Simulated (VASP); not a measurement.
Tm3C2, 5 atoms in the cell. Symmetry: P-4m2, No. 115, tetragonal system. The conventional cell has a = 3.509 Å, b = 3.509 Å, c = 6.967 Å, α = 90.00°, β = 90.00°, γ = 90.00°. Tm (site symmetry 2mm) has 5 C at 2.51 to 2.52 Å and 6 Tm at 3.02 to 3.22 Å within 3.3 Å. Within 3.6 Å of Tm (site symmetry -4m2) lie 4 C at 2.66 Å and 8 Tm at 3.02 to 3.51 Å. C (site symmetry 2mm) has 7 Tm at 2.51 to 2.66 Å within 3.3 Å. The cell was generated, and may not be a known phase.

| Quantity | Value |
| --- | --- |
| Program | VASP 6.6.1 |
| Task | single point |
| Functional | PBE |
| Potentials or basis | VASP PAW PBE potentials, release 64 (Tm_3, C), 4f in core |
| Cutoff | 600 eV |
| k mesh | 10 × 10 × 6 |
| Occupations | gaussian, width 0.1 eV |
| Spin | no spin polarisation |
| Dipole correction | no |
| Further INCAR settings | ALGO = Normal; EDIFF = 1e-06; NBANDS = 26 |

Potentials or basis: VASP PAW PBE potentials, release 64 (Tm_3, C), 4f in core.

Launch:

```console
$ cat potpaw_PBE.64/Tm_3/POTCAR potpaw_PBE.64/C/POTCAR > POTCAR
$ mpirun -np 1 vasp_std > vasp.out
```

Hardware: 1 thread of Intel(R) Xeon(R) 6975P-C (Granite Rapids) (shared host).

Task: How long does it take, and how much memory?

Result: Run time: 88 s on 1 thread of Intel(R) Xeon(R) 6975P-C (Granite Rapids), with other jobs on the host, peak memory 0.33 GiB. Counts: scf iterations 14, k points 84.
